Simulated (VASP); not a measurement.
Wanted: the native input for a VASP 6.6.1 run.

| Item | Value |
| --- | --- |
| Task | single point |
| Functional | PBEsol |
| Potentials or basis | VASP PAW PBE potentials, release 64 (Al, N) |
| Cutoff | 520 eV |
| k mesh | 8 × 8 × 8 |
| Occupations | gaussian, width 0.01 eV |
| Spin | no spin polarisation |
| Dipole correction | no |
| Further INCAR settings | ALGO = Normal; EDIFF = 1e-07; NBANDS = 11 |

The structure of AlN lies in POSCAR:

```
AlN
1.0
    0.0000000000      2.1557749441      2.1557749441
    2.1557749441      0.0000000000      2.1557749441
    2.1557749441      2.1557749441      0.0000000000
Al N
1 1
Direct
    0.0000000000      0.0000000000      0.0000000000
    0.7500000000      0.7500000000      0.7500000000
```

The input as run:

INCAR

```
ALGO = Normal
EDIFF = 1E-7
ENCUT = 520
GGA = PS
ISIF = 2
ISMEAR = 0
LASPH = T
LCHARG = F
LREAL = F
LWAVE = F
NBANDS = 11
NELM = 100
PREC = Accurate
SIGMA = 0.01
```

KPOINTS

```
k-points
0
Gamma
  8 8 8
```

Potentials or basis: VASP PAW PBE potentials, release 64 (Al, N).

Run with:

```console
$ cat potpaw_PBE.64/Al/POTCAR potpaw_PBE.64/N/POTCAR > POTCAR
$ mpirun -np 1 vasp_std > vasp.out
```

Results of the run:

The pressure is 10.0 GPa and the band gap on the k mesh is 3.20 eV, indirect (least direct gap 4.48 eV).

Caveat: the PAW data sets were made with another functional, which shifts forces and pressure a little.

Run time: 3.7 s on 1 thread of Intel(R) Xeon(R) Platinum 8488C (Sapphire Rapids), with other jobs on the host, peak memory 0.12 GiB.
